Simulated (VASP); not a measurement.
The system is CdSe.

```
Cd Se
1.0
     0.02851    4.50116    0.01901
    -0.02330    0.03154    7.61757
     8.03688    0.05164   -0.02543
Cd Se
4 4
Direct
  0.74247 0.40518 0.83695
  0.25215 0.89469 0.65117
  0.73856 0.09748 0.34401
  0.26220 0.59971 0.16318
  0.26663 0.60452 0.81376
  0.75665 0.09921 0.68337
  0.24316 0.89491 0.32598
  0.73818 0.40431 0.18159
```

* Program: VASP 6.6.1
* Task: relaxation of cell and atoms
* Functional: PBE
* Potentials or basis: VASP PAW PBE potentials, release 64 (Cd, Se)
* Cutoff: 600 eV
* k mesh: 4 × 2 × 2
* Occupations: gaussian, width 0.1 eV
* Spin: no spin polarisation

At the start: pressure 0.2 GPa; volume 34.44 Å³/atom.

Problem. Where does the relaxation end?

Solution. Over 18 steps the energy falls by 17.4 meV/atom and the volume is 34.58 Å³/atom (+0.4 %); space group P1 (No. 1, to 0.1 Å) before, Pnma (No. 62, to 0.1 Å).

Step by step:
```csv
step,energy change (eV),largest force (eV/Å),pressure (GPa),volume (Å³)
1,0.0000,0.6963,0.16,275.55
2,-0.0923,0.3964,-0.21,276.87
3,-0.1063,0.2341,-0.32,277.60
4,-0.1237,0.1131,0.07,274.73
5,-0.1259,0.1013,0.29,273.34
6,-0.1318,0.0957,0.02,275.25
7,-0.1320,0.1114,-0.03,275.64
8,-0.1345,0.0805,-0.05,275.84
9,-0.1359,0.0499,-0.06,276.14
10,-0.1370,0.0346,0.07,275.35
11,-0.1371,0.0353,0.09,275.24
12,-0.1378,0.0349,-0.01,275.97
13,-0.1379,0.0395,-0.03,276.18
14,-0.1386,0.0255,-0.02,276.22
15,-0.1388,0.0335,-0.02,276.27
16,-0.1392,0.0267,0.04,275.97
17,-0.1393,0.0256,0.05,275.91
18,-0.1395,0.0201,-0.04,276.62
```

Final structure:
```
CELL_PARAMETERS angstrom
-0.00087 4.53348 0.00357
0.00084 0.00347 7.48687
8.15000 -0.00131 -0.00040
ATOMIC_POSITIONS crystal
Cd 0.75175 0.39937 0.83977
Cd 0.25033 0.89889 0.65997
Cd 0.74684 0.10071 0.33970
Cd 0.25136 0.60045 0.16023
Se 0.25128 0.59526 0.82230
Se 0.75005 0.09516 0.67782
Se 0.24737 0.90488 0.32200
Se 0.75102 0.40529 0.17820
```
